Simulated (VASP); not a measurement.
# Ti (P6_3/mmc) in VASP: a series of runs

Ti is run at these levels: PBEsol; tasks: electric field gradients.

Everything below comes from runs of VASP 6.6.1. Logs are shortened: lines on timing, memory, paths and dates and some standing lists are left out, and cuts for length are marked.

### 1 The cell of the first run

The structure is hexagonal, space group P6_3/mmc (No. 194). The conventional cell has a = 2.950 Å, b = 2.950 Å, c = 4.686 Å, α = 90.00°, β = 90.00°, γ = 120.00°. Within 3.8 Å of Ti (site symmetry -6m2) lie 12 Ti at 2.90 to 2.95 Å.

### 2 Electric field gradients, PBEsol

INCAR reads:

```
PREC = Accurate
ENCUT = 520
EDIFF = 1E-8
ISMEAR = -1
SIGMA = 0.05
LREAL = False
LASPH = True
NELM = 80
ALGO = Normal
ISIF = 2
LWAVE = False
LCHARG = False
GGA = PS
LEFG = True
NBANDS = 19
```

KPOINTS reads:

```
regular mesh
0
Gamma
  14 14 8
```

POSCAR reads:

```
Ti
1.0
    2.9499978604      0.0000000000      0.0000000000
   -1.4749989302      2.5547730882      0.0000000000
    0.0000000000      0.0000000000      4.6860000000
Ti
2
Direct
    0.3333333333      0.6666666667      0.2500000000
    0.6666666667      0.3333333333      0.7500000000
```

Potentials or basis: VASP PAW PBE potentials, release 64 (Ti_sv).

Started as:

```sh
> cat potpaw_PBE.64/Ti_sv/POTCAR > POTCAR
> mpirun -np 1 vasp_std > vasp.out
```

OUTCAR:

```text
PREC = Accurate
   ENCUT = 520
   EDIFF = 1E-8
   ISMEAR = -1
   LREAL = False
   LASPH = True
   NELM = 80
   ISIF = 2
   GGA = PS

 ion  position               nearest neighbor table
   1  0.333  0.667  0.250-   2 2.90   2 2.90   2 2.90   2 2.90   2 2.90   2 2.90
   2  0.667  0.333  0.750-   1 2.90   1 2.90   1 2.90   1 2.90   1 2.90   1 2.90

  LATTYP: Found a hexagonal cell.
 ALAT       =     2.9499978604
 C/A-ratio  =     1.5884757284

  Lattice vectors:

 A1 = (   2.9499978604,   0.0000000000,   0.0000000000)
 A2 = (  -1.4749989302,   2.5547730882,   0.0000000000)
 A3 = (   0.0000000000,   0.0000000000,   4.6860000000)

Analysis of symmetry for initial positions (statically):
=====================================================================
 Subroutine PRICEL returns:
 Original cell was already a primitive cell.

 Routine SETGRP: Setting up the symmetry group for a
 hexagonal supercell.

 Subroutine GETGRP returns: Found 24 space group operations
 (whereof 12 operations were pure point group operations)
 out of a pool of 24 trial point group operations.

The static configuration has the point symmetry D_3d.
 The point group associated with its full space group is D_6h.

Analysis of symmetry for dynamics (positions and initial velocities):
=====================================================================
 Subroutine PRICEL returns:
 Original cell was already a primitive cell.

 Routine SETGRP: Setting up the symmetry group for a
 hexagonal supercell.

 Subroutine GETGRP returns: Found 24 space group operations
 (whereof 12 operations were pure point group operations)
 out of a pool of 24 trial point group operations.

The dynamic configuration has the point symmetry D_3d.
 The point group associated with its full space group is D_6h.

 Subroutine INISYM returns: Found 24 space group operations
 (whereof 12 operations are pure point group operations),
 and found     1 'primitive' translations

----------------------------------------------------------------------------------------

                                     Primitive cell

  volume of cell :      35.3164

  direct lattice vectors                    reciprocal lattice vectors
     2.949997860  0.000000000  0.000000000     0.338983297  0.195712098  0.000000000
    -1.474998930  2.554773088  0.000000000     0.000000000  0.391424195  0.000000000
     0.000000000  0.000000000  4.686000000     0.000000000  0.000000000  0.213401622

  length of vectors
     2.949997860  2.949997860  4.686000000     0.391424195  0.391424195  0.213401622

  position of ions in fractional coordinates (direct lattice)
     0.333333333  0.666666667  0.250000000
     0.666666667  0.333333333  0.750000000

  ion indices of the primitive-cell ions
   primitive index   ion index
                 1           1
                 2           2

----------------------------------------------------------------------------------------

 KPOINTS: regular mesh

Automatic generation of k-mesh.
 Grid dimensions read from file:
 generate k-points for:   14   14    8

 Generating k-lattice:

  Cartesian coordinates                     Fractional coordinates (reciprocal lattice)
     0.024213093  0.013979436  0.000000000     0.071428571  0.000000000  0.000000000
     0.000000000  0.027958871  0.000000000     0.000000000  0.071428571  0.000000000
     0.000000000  0.000000000  0.026675203     0.000000000  0.000000000  0.125000000

  Length of vectors
     0.027958871  0.027958871  0.026675203

  Shift w.r.t. Gamma in fractional coordinates (k-lattice)
     0.000000000  0.000000000  0.000000000

 Subroutine IBZKPT returns following result:
 ===========================================

 Found    120 irreducible k-points:

 Following reciprocal coordinates:
            Coordinates               Weight
  0.000000  0.000000  0.000000      1.000000
  0.071429  0.000000  0.000000      6.000000
  0.142857  0.000000  0.000000      6.000000
  0.214286  0.000000  0.000000      6.000000
  0.285714  0.000000  0.000000      6.000000
  0.357143  0.000000  0.000000      6.000000
[... 16 lines left out ...]
  0.285714  0.285714  0.000000      6.000000
  0.357143  0.285714  0.000000      6.000000
 [... further k-points ...]
   k-points           NKPTS =    120   k-points in BZ     NKDIM =    120   number of bands    NBANDS=     19
   number of dos      NEDOS =    301   number of ions     NIONS =      2
   total plane-waves  NPLWV =  20736
   dimension x,y,z NGX =    24 NGY =   24 NGZ =   36
   dimension x,y,z NGXF=    48 NGYF=   48 NGZF=   72
   ions per type =               2
   NGX,Y,Z   is equivalent  to a cutoff of  13.53, 13.53, 12.77 a.u.
   NGXF,Y,Z  is equivalent  to a cutoff of  27.05, 27.05, 25.54 a.u.
 SYSTEM =  unknown system
   PREC   = accura    normal or accurate (medium, high low for compatibility)
   ISTART =      0    job   : 0-new  1-cont  2-samecut
   ICHARG =      2    charge: 1-file 2-atom 10-const
   ISPIN  =      1    spin polarized calculation?
   LNONCOLLINEAR =      F non collinear calculations
   LSORBIT =      F    spin-orbit coupling
   LASPH  =      T    aspherical Exc in radial PAW
   ENCUT  =  520.0 eV  38.22 Ry    6.18 a.u.   5.49  5.49  8.71*2*pi/ulx,y,z
   NELM   =     80;   NELMIN=  2; NELMDL= -5     # of ELM steps
   EDIFF  = 0.1E-07   stopping-criterion for ELM
   LREAL  =      F    real-space projection
   EDIFFG = 0.1E-06   stopping-criterion for IOM
   NSW    =      0    number of steps for IOM
   IBRION =     -1    ionic relax: 0-MD 1-quasi-New 2-CG
   NFREE  =      0    steps in history (QN), initial steepest desc. (CG)
   ISIF   =      2    stress and relaxation
   ISYM   =      2    0-nonsym 1-usesym 2-fastsym
   POTIM  = 0.5000    time-step for ionic-motion
   TEBEG  =    0.0;   TEEND  =   0.0 temperature during run
   PSTRESS=    0.0 pullay stress
   NELECT =      24.0000    total number of electrons
   NUPDOWN=      -1.0000    fix difference up-down
   EMIN   =  10.00;   EMAX   =-10.00  energy-range for DOS
   EFERMI =   0.00;   METHOD = LEGACY
   ISMEAR =    -1;   SIGMA  =   0.05  broadening in eV -4-tet -1-fermi 0-gaus
   EFERMI_NEDOS =   21; number of points for ismear=-14 and -15
   IALGO  =     38    algorithm
   IMIX   =      4    mixing-type and parameters
     AMIX     =   0.40;   BMIX     =  1.00
     AMIX_MAG =   1.60;   BMIX_MAG =  1.00
  volume/ion in A,a.u.               =      17.66       119.16
  Fermi-wavevector in a.u.,A,eV,Ry     =   1.439306  2.719894 28.185854  2.071602
  Thomas-Fermi vector in A             =   2.558176
   LORBIT       =      0    0 simple, 1 ext, 2 COOP (PROOUT), +10 PAW based schemes
   GGA     = PS    functional components
   LHFCALC =     F    Hartree Fock is set to
   AEXX    =    0.0000 exact exchange contribution
   IVDW    =     0    specifies the selected vdW correction
   LEPSILON=     F    determine dielectric tensor
   LRPA    =     F    only Hartree local field effects (RPA)
 non-spin polarized calculation
  energy-cutoff  :      520.00
  volume of cell :       35.32
 maximum number of plane-waves:       978
 NGX is ok and might be reduce to    24
   NGX = 11   NGY = 11   NGZ = 17

 number of electron      24.0000001 magnetization

 Free energy of the ion-electron system (eV)
  ---------------------------------------------------
  ext. energy  EPLUGINS =         0.00000000
  ---------------------------------------------------
  free energy    TOTEN  =       -16.64948156 eV

  energy without entropy =      -16.63264046  energy(sigma->0) =      -16.64106101

 E-fermi :   8.0337     XC(G=0): -11.5564

 val. band max:        8.0213583752   @ k =   0.0714   0.0000   0.5000
 cond. band min:       8.0407716578   @ k =   0.2857   0.2857   0.3750
 fundamental gap:      0.0194132827
 Fermi energy:         8.0336972335

 k-point     1 :       0.0000    0.0000    0.0000
  band No.  band energies     occupation
      1     -48.6209      2.00000
      2     -48.4918      2.00000
      3     -25.2942      2.00000
      4     -24.6725      2.00000
      5     -24.6725      2.00000
      6     -24.6171      2.00000
[... 11 lines left out ...]
     18       9.6357      0.00000
     19      11.1294      0.00000
[... 485 lines left out ...]
 k-point    24 :       0.3571    0.2857    0.0000
  band No.  band energies     occupation
      1     -48.4848      2.00000
      2     -48.4743      2.00000
      3     -25.0492      2.00000
      4     -24.9391      2.00000
      5     -24.9352      2.00000
      6     -24.9116      2.00000
[... 11 lines left out ...]
     18      11.2636      0.00000
     19      13.5979      0.00000

 [... further k-points ...]

------------------------ aborting loop because EDIFF is reached ----------------------------------------

  FORCE on cell =-STRESS in cart. coord.  units (eV):
  Direction    XX          YY          ZZ          XY          YZ          ZX
  --------------------------------------------------------------------------------------
  -------------------------------------------------------------------------------------
  Total       -1.3013290     -1.3013290     -1.4199781     -0.0000000      0.0000000      0.0000000
  in kB      -59.0366061    -59.0366061    -64.4192851     -0.0000000      0.0000000      0.0000000
  external PRESSURE =     -60.8308325 kB  Pullay stress =       0.0000000 kB

 VOLUME and BASIS-vectors are now :
 -----------------------------------------------------------------------------
  energy-cutoff  :      520.00
  volume of cell :       35.32
      direct lattice vectors                 reciprocal lattice vectors
     2.949997860  0.000000000  0.000000000     0.338983297  0.195712098  0.000000000
    -1.474998930  2.554773088  0.000000000     0.000000000  0.391424195  0.000000000
     0.000000000  0.000000000  4.686000000     0.000000000  0.000000000  0.213401622

 POSITION                                       TOTAL-FORCE (eV/Angst)
 -----------------------------------------------------------------------------------
     -0.00000      1.70318      1.17150        -0.000000      0.000000      0.000000
      1.47500      0.85159      3.51450         0.000000     -0.000000      0.000000
 -----------------------------------------------------------------------------------
    total drift:                               -0.000000      0.000000     -0.000000

  FREE ENERGIE OF THE ION-ELECTRON SYSTEM (eV)
  ---------------------------------------------------
  free  energy   TOTEN  =       -16.6494815634 eV

  energy  without entropy=      -16.6326404552  energy(sigma->0) =      -16.64106101

 Electric field gradients (V/A^2)
---------------------------------------------------------------------
 ion       V_xx      V_yy      V_zz      V_xy      V_xz      V_yz
---------------------------------------------------------------------
   1      -8.295    -8.295    16.590    -0.000     0.000    -0.000
   2      -8.295    -8.295    16.590    -0.000    -0.000     0.000
---------------------------------------------------------------------

 Electric field gradients after diagonalization (V/A^2)
 (convention: |V_zz| > |V_xx| > |V_yy|)
----------------------------------------------------------------------
 ion       V_xx      V_yy      V_zz     asymmetry (V_yy - V_xx)/ V_zz
----------------------------------------------------------------------
   1      -8.295    -8.295    16.590       0.000
   2      -8.295    -8.295    16.590       0.000
----------------------------------------------------------------------

           NMR quadrupolar parameters

 Cq : quadrupolar parameter    Cq=e*Q*V_zz/h
 eta: asymmetry parameters     (V_yy - V_xx)/ V_zz
 Q  : nuclear electric quadrupole moment in mb (millibarn)
----------------------------------------------------------------------
 ion       Cq(MHz)       eta       Q (mb)
----------------------------------------------------------------------
   1       0.040       0.000       1.000
   2       0.040       0.000       1.000
----------------------------------------------------------------------
```

Wall time 55 s (1 thread of AMD EPYC 9R45 (Zen 5), shared host); peak memory 0.17 GiB.

Results:

| Quantity | Value |
| --- | --- |
| Free energy | -16.6495 eV |
| Pressure | -6.1 GPa |
| Band gap on the k mesh | zero (band 12 reaches 8.80 eV, above the bottom of band 13 at 7.77 eV) |

Levels at points of the mesh, in eV from the Fermi level:
| k point | band 10 | band 11 | band 12 | band 13 | band 14 | band 15 |
| --- | --- | --- | --- | --- | --- | --- |
| (0.00, 0.00, 0.00) | -2.65 | 0.71 | 0.77 | 0.77 | 0.86 | 1.25 |
| (0.50, 0.00, 0.00) | -2.11 | -1.81 | -0.62 | 0.48 | 0.60 | 1.14 |
| (0.00, 0.00, 0.50) | -4.34 | 0.08 | 0.08 | 0.68 | 0.68 | 0.68 |
| (0.50, 0.00, 0.50) | -2.51 | -0.80 | -0.80 | 1.29 | 1.29 | 1.70 |

Electric field gradients, principal values (V/Å²):
| atom | least | middle | greatest (by size) |
| --- | --- | --- | --- |
| 1 Ti | -8.295 | -8.295 | 16.590 |
| 2 Ti | -8.295 | -8.295 | 16.590 |

Caveat: without QUAD_EFG the Cq values of the log hold for a quadrupole moment of 1 mb, not for the nuclei; the PAW data sets were made with another functional, which shifts forces and pressure a little.

### 3 Electric field gradients, PBEsol

INCAR reads:

```
SYSTEM = Ti
PREC = Accurate ; ENCUT = 520
EDIFF = 1E-8 ; ISMEAR = -1
SIGMA = 0.05 ; LREAL = .False.
LASPH = .True. ; NELM = 100
ALGO = Normal ; ISIF = 2
LWAVE = .False. ; LCHARG = .False.
GGA = PS ; LEFG = .True.
NBANDS = 19
```

KPOINTS reads:

```
regular mesh
0
Gamma
  14 14 8
  0 0 0
```

POSCAR is that of step 2.

Potentials or basis: VASP PAW PBE potentials, release 64 (Ti_sv).

Started as:

```sh
> cat potpaw_PBE.64/Ti_sv/POTCAR > POTCAR
> mpirun -np 1 vasp_std > vasp.out
```

OUTCAR:

```text
SYSTEM = Ti
   PREC = Accurate
   ENCUT = 520
   EDIFF = 1E-8
   ISMEAR = -1
   LREAL = .False.
   LASPH = .True.
   NELM = 100
   ISIF = 2
   GGA = PS

 ion  position               nearest neighbor table
   1  0.333  0.667  0.250-   2 2.90   2 2.90   2 2.90   2 2.90   2 2.90   2 2.90
   2  0.667  0.333  0.750-   1 2.90   1 2.90   1 2.90   1 2.90   1 2.90   1 2.90

  LATTYP: Found a hexagonal cell.
 ALAT       =     2.9499978604
 C/A-ratio  =     1.5884757284

  Lattice vectors:

 A1 = (   2.9499978604,   0.0000000000,   0.0000000000)
 A2 = (  -1.4749989302,   2.5547730882,   0.0000000000)
[... 743 lines left out ...]
  free  energy   TOTEN  =       -16.6494815634 eV

  energy  without entropy=      -16.6326404552  energy(sigma->0) =      -16.64106101

 Electric field gradients (V/A^2)
---------------------------------------------------------------------
 ion       V_xx      V_yy      V_zz      V_xy      V_xz      V_yz
---------------------------------------------------------------------
   1      -8.295    -8.295    16.590    -0.000     0.000    -0.000
   2      -8.295    -8.295    16.590    -0.000    -0.000     0.000
---------------------------------------------------------------------

 Electric field gradients after diagonalization (V/A^2)
 (convention: |V_zz| > |V_xx| > |V_yy|)
----------------------------------------------------------------------
 ion       V_xx      V_yy      V_zz     asymmetry (V_yy - V_xx)/ V_zz
----------------------------------------------------------------------
   1      -8.295    -8.295    16.590       0.000
   2      -8.295    -8.295    16.590       0.000
----------------------------------------------------------------------

           NMR quadrupolar parameters

 Cq : quadrupolar parameter    Cq=e*Q*V_zz/h
 eta: asymmetry parameters     (V_yy - V_xx)/ V_zz
 Q  : nuclear electric quadrupole moment in mb (millibarn)
----------------------------------------------------------------------
 ion       Cq(MHz)       eta       Q (mb)
----------------------------------------------------------------------
   1       0.040       0.000       1.000
   2       0.040       0.000       1.000
----------------------------------------------------------------------
```

OSZICAR:

```text
N       E                     dE             d eps       ncg     rms          rms(c)
DAV:   1     0.264088232747E+03    0.26409E+03   -0.12969E+04  4560   0.157E+03
DAV:   2     0.112232361053E+02   -0.25286E+03   -0.24878E+03  4698   0.445E+02
DAV:   3    -0.177827929867E+02   -0.29006E+02   -0.28721E+02  8497   0.123E+02
DAV:   4    -0.190136470980E+02   -0.12309E+01   -0.12293E+01  5309   0.263E+01
DAV:   5    -0.190712621716E+02   -0.57615E-01   -0.57609E-01  6887   0.405E+00    0.122E+01
DAV:   6    -0.166636670220E+02    0.24076E+01   -0.86897E+00  5298   0.293E+01    0.287E+00
DAV:   7    -0.166353723499E+02    0.28295E-01   -0.78277E-01  6846   0.625E+00    0.206E+00
DAV:   8    -0.166570021165E+02   -0.21630E-01   -0.20247E-01  5061   0.528E+00    0.689E-01
DAV:   9    -0.166489826871E+02    0.80194E-02   -0.46551E-02  5291   0.215E+00    0.716E-02
DAV:  10    -0.166494308900E+02   -0.44820E-03   -0.31993E-03  6597   0.327E-01    0.873E-02
DAV:  11    -0.166494887795E+02   -0.57889E-04   -0.14438E-04  5387   0.812E-02    0.406E-02
DAV:  12    -0.166494815356E+02    0.72439E-05   -0.37583E-05  4980   0.535E-02    0.614E-03
DAV:  13    -0.166494814301E+02    0.10556E-06   -0.19433E-06  5787   0.117E-02    0.992E-04
DAV:  14    -0.166494816025E+02   -0.17241E-06   -0.16965E-07  6752   0.220E-03    0.923E-04
DAV:  15    -0.166494815444E+02    0.58107E-07   -0.23302E-08  4490   0.131E-03    0.119E-04
DAV:  16    -0.166494815695E+02   -0.25094E-07   -0.95334E-10  2505   0.277E-04    0.370E-05
DAV:  17    -0.166494815634E+02    0.60859E-08   -0.19515E-10  2439   0.119E-04
   1 F= -.16649482E+02 E0= -.16641061E+02  d E =-.168411E-01
```

It took 54 s on 1 thread of AMD EPYC 9R45 (Zen 5), shared host; peak memory 0.17 GiB.

What came out:

```yaml
Free_energy: -16.6495 eV
Pressure: -6.1 GPa
Band_gap_on_the_k_mesh: zero (band 12 reaches 8.80 eV, above the bottom of band 13 at 7.77 eV)
```

Stress tensor (GPa, compression positive):
```
-5.90  0.00  0.00
 0.00 -5.90  0.00
 0.00  0.00 -6.44
```

Levels at points of the mesh, in eV from the Fermi level:
| k point | band 9 | band 10 | band 11 | band 12 | band 13 | band 14 | band 15 | band 16 |
| --- | --- | --- | --- | --- | --- | --- | --- | --- |
| (0.00, 0.00, 0.00) | -6.17 | -2.65 | 0.71 | 0.77 | 0.77 | 0.86 | 1.25 | 1.25 |
| (0.50, 0.00, 0.00) | -2.32 | -2.11 | -1.81 | -0.62 | 0.48 | 0.60 | 1.14 | 3.30 |
| (0.00, 0.00, 0.50) | -4.34 | -4.34 | 0.08 | 0.08 | 0.68 | 0.68 | 0.68 | 0.68 |
| (0.50, 0.00, 0.50) | -2.51 | -2.51 | -0.80 | -0.80 | 1.29 | 1.29 | 1.70 | 1.70 |

Electric field gradients, principal values (V/Å²):
| atom | least | middle | greatest (by size) |
| --- | --- | --- | --- |
| 1 Ti | -8.295 | -8.295 | 16.590 |
| 2 Ti | -8.295 | -8.295 | 16.590 |

Caveat: without QUAD_EFG the Cq values of the log hold for a quadrupole moment of 1 mb, not for the nuclei; the PAW data sets were made with another functional, which shifts forces and pressure a little.

(Continued in part 2 of 2.)
